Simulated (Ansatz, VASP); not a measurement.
CsO: VASP beside Ansatz

The input INCAR:

```
SYSTEM = CsO
PREC = Accurate
ENCUT = 520
EDIFF = 1E-8
ISMEAR = -1
SIGMA = 0.01
LREAL = .False.
LASPH = .True.
NELM = 100
ALGO = Normal
ISIF = 2
LWAVE = .False.
LCHARG = .False.
LEFG = .True.
NBANDS = 23
```

The input KPOINTS:

```
regular mesh
0
Gamma
  7 7 7
  0 0 0
```

File POSCAR:

```
CsO
1.0
   -2.1668547950      3.2186837237      3.7788316351
    2.1668547950     -3.2186837237      3.7788316351
    2.1668547950      3.2186837237     -3.7788316351
Cs O
2 2
Direct
    0.2535603300      0.2535603300      0.0000000000
    0.7464396700      0.7464396700      0.0000000000
    0.6171968000      0.0000000000      0.6171968000
    0.3828032000      0.0000000000      0.3828032000
```

Input for Ansatz:

```yaml
crystal:
  lattice:
    - [-2.166854795, 3.2186837237, 3.7788316351]
    - [2.166854795, -3.2186837237, 3.7788316351]
    - [2.166854795, 3.2186837237, -3.7788316351]
  atoms:
    - { symbol: Cs, position: [0.25356033, 0.25356033, 0.0] }
    - { symbol: Cs, position: [0.74643967, 0.74643967, 0.0] }
    - { symbol: O, position: [0.6171968, 0.0, 0.6171968] }
    - { symbol: O, position: [0.3828032, 0.0, 0.3828032] }
kpoints:
  mp_grid: { grid: [7, 7, 7] }
  band_path:
    path:
      - [0.0, 0.0, 0.0]
      - [0.5, 0.5, -0.5]
      - [0.3322024085, 0.6677975915, -0.3322024085]
      - [-0.3322024085, 0.3322024085, 0.3322024085]
      - [0.0, 0.0, 0.0]
      - [0.4313767148, -0.4313767148, 0.4313767148]
      - [0.5686232852, 0.4313767148, -0.4313767148]
      - [0.5, 0.5, -0.5]
      - [0.0, 0.0, 0.0]
    npoints: 8
scf:
  occupations: { method: fermi_dirac, width: 0.01 }
hamiltonian:
  xc: lda
  pseudopotentials: { kind: paw }
output:
  forces: true
  stress: true
  eigenvalues: true
  efg: { contact_densities: true }
  populations: true
  bader: true
  dos: { projected: true, de: 0.2, e_range: [-14, 8] }
```

Alike in both runs: task electric field gradients; functional LDA; k mesh 7 × 7 × 7; occupations fermi-dirac, width 0.01 eV; no spin polarisation.

```csv
,VASP,Ansatz
version,VASP 6.6.1,Ansatz 0.2.0
potentials or method,"VASP PAW LDA potentials, release 64 (Cs_sv, O)","PAW with Ansatz's default frozen-core files, scalar-relativistic"
plane-wave cutoff (eV),520,420
valence electrons in the cell,30,30
```

```tsv
	VASP	Ansatz	Ansatz less VASP
gap on the k mesh at the Fermi level (eV)	1.55	1.56	+0.006
pressure (GPa)	-3.1	-3.5	-0.36
traceless stress, the component that is largest in VASP (GPa)	-0.50	-0.77	-0.272
rms of the force components (eV/Å)	0.226	0.330	+0.1039
size of Vzz on the site where it differs most (V/Å²)	285.8	279.0	-6.86
```

LDA's correlation is that of Perdew and Zunger in VASP and of Perdew and Wang (1992) in Ansatz. Atom by atom the forces differ by 0.105 eV/Å (rms over components).

Neither program's run includes spin-orbit coupling.
